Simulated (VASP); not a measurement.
Set up this calculation in VASP 6.6.1, as the native input.

```
Task                   : single point
Functional             : PBE
Potentials or basis    : VASP PAW PBE potentials, release 64 (O)
Cutoff                 : 520 eV
k mesh                 : 10 × 10 × 7
Occupations            : fermi-dirac, width 0.05 eV
Spin                   : no spin polarisation
Dipole correction      : no
Further INCAR settings : ALGO = Normal; EDIFF = 1e-06; NBANDS = 13
```

The structure of O lies in POSCAR:

```
O
1.0
    2.8128656582     -1.6399481055      0.0000000000
    2.8128656582      1.6399481055      0.0000000000
   -2.3621294444      0.0000000000      3.5977596782
O
2
Direct
    0.9745461700      0.9745461700      0.8444259800
    0.0254538300      0.0254538300      0.1555740200
```

These files were run (other wordings do the same):

INCAR

```
SYSTEM = O
  PREC = Accurate
  ENCUT = 520
  EDIFF = 1E-6
  ISMEAR = -1
  SIGMA = 0.05
  LREAL = .False.
  LASPH = .True.
  NELM = 100
  ALGO = Normal
  ISIF = 2
  LWAVE = .False.
  LCHARG = .False.
  GGA = PE
  NBANDS = 13
```

KPOINTS

```
Automatic mesh
0
Gamma
  10 10 7
  0 0 0
```

Potentials or basis: VASP PAW PBE potentials, release 64 (O).

The run is started by

```sh
$ cat potpaw_PBE.64/O/POTCAR > POTCAR
$ mpirun -np 1 vasp_std > vasp.out
```

Results of the run:

The pressure is 2.4 GPa, the largest force is 2.184 eV/Å and the band gap on the k mesh is zero (bands 6 and 7 overlap by 0.30 eV).

Caveat: the standard files for N, O and F lose accuracy on very short bonds; spin is off for a triplet molecule; this functional lacks dispersion, which holds the molecules together, so the pressure and a relaxed volume are unreliable; forces of over 1 eV/Å act on the atoms, so gaps and moduli don't describe the material at rest.

Run time: 24 s on 1 thread of Intel(R) Xeon(R) Platinum 8488C (Sapphire Rapids) (shared host), peak memory 0.18 GiB.
